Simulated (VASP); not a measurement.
A run of VASP 6.6.1 is set up as follows.

The input INCAR:

```
SYSTEM = Bi2Te3
PREC = Accurate
ENCUT = 520
EDIFF = 1E-6
ISMEAR = -1
SIGMA = 0.08
LREAL = .FALSE.
LASPH = .TRUE.
NELM = 100
ALGO = Normal
ISIF = 2
LWAVE = .FALSE.
LCHARG = .FALSE.
GGA = PE
NBANDS = 32
```

Contents of KPOINTS:

```
Automatic mesh
0
G
  8 8 8
  0 0 0
```

Contents of POSCAR:

```
Bi2Te3
1.0
    2.2085012539      1.2750787934      9.7477366000
   -2.2085012539      1.2750787934      9.7477366000
    0.0000000000     -2.5501575869      9.7477366000
Bi Te
2 3
Direct
    0.8120000000      0.8120000000      0.8120000000
    0.4020000000      0.4020000000      0.4020000000
    0.6110000000      0.6110000000      0.6110000000
    0.2000000000      0.2000000000      0.2000000000
    0.0000000000      0.0000000000      0.0000000000
```

Potentials or basis: VASP PAW PBE potentials, release 64 (Bi_d, Te).

The run is started by

```console
$ cat potpaw_PBE.64/Bi_d/POTCAR potpaw_PBE.64/Te/POTCAR > POTCAR
$ mpirun -np 1 vasp_std > vasp.out
```

**Question.** Predict the pressure.

**Answer.** 2.8 GPa.

**Question.** What does it give for the band gap on the k mesh?

**Answer.** Zero (bands 24 and 25 overlap by 0.18 eV).

**Question.** What does it give for the largest force?

**Answer.** 1.227 eV/Å.

Stress tensor (GPa, compression positive):
```
2.94 0.00 0.00
0.00 2.94 0.00
0.00 0.00 2.44
```

Caveat: the cell differs from its parent crystal (zz strain of -2 %); spin-orbit coupling is left out, which moves the levels of the heavy elements; forces of over 1 eV/Å act on the atoms, so gaps and moduli don't describe the material at rest.
